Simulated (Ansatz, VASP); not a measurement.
# GaN: VASP beside Ansatz

```
Ga N
1.0
     0.00000    2.36618    2.25350
     2.36618    0.00000    2.25350
     2.36618    2.36618    0.00000
Ga N
1 1
Direct
  0.00000 0.00000 0.00000
  0.75000 0.75000 0.75000
```

Change from the starting cell: strain +0.050 along x and y, +0.000 along z, atoms carried along.

Alike in both runs: task single point; functional PBE; k mesh 10 × 10 × 10; occupations gaussian, width 0.05 eV; no spin polarisation.

|  | VASP | Ansatz |
| --- | --- | --- |
| version | VASP 6.6.1 | Ansatz 0.2.0 |
| potentials or method | VASP PAW PBE potentials, release 64 (Ga_d, N), cutoff 520 eV | scalar-relativistic, plane waves, PAW |
| valence electrons in the cell | 18 | 18 |

VASP gave:

| Property | Result |
| --- | --- |
| gap on the k mesh at the Fermi level (eV) | 0.96 |
| least direct gap on the mesh (eV) | 0.96 |
| pressure (GPa) | -10.2 |
| traceless stress, the component that is largest in VASP (GPa) | 3.68 |

Question: Estimate Ansatz's values.

Answer: gap on the k mesh at the Fermi level (eV): 0.96; least direct gap on the mesh (eV): 0.96; pressure (GPa): -10.4; traceless stress, the component that is largest in VASP (GPa): 3.69.
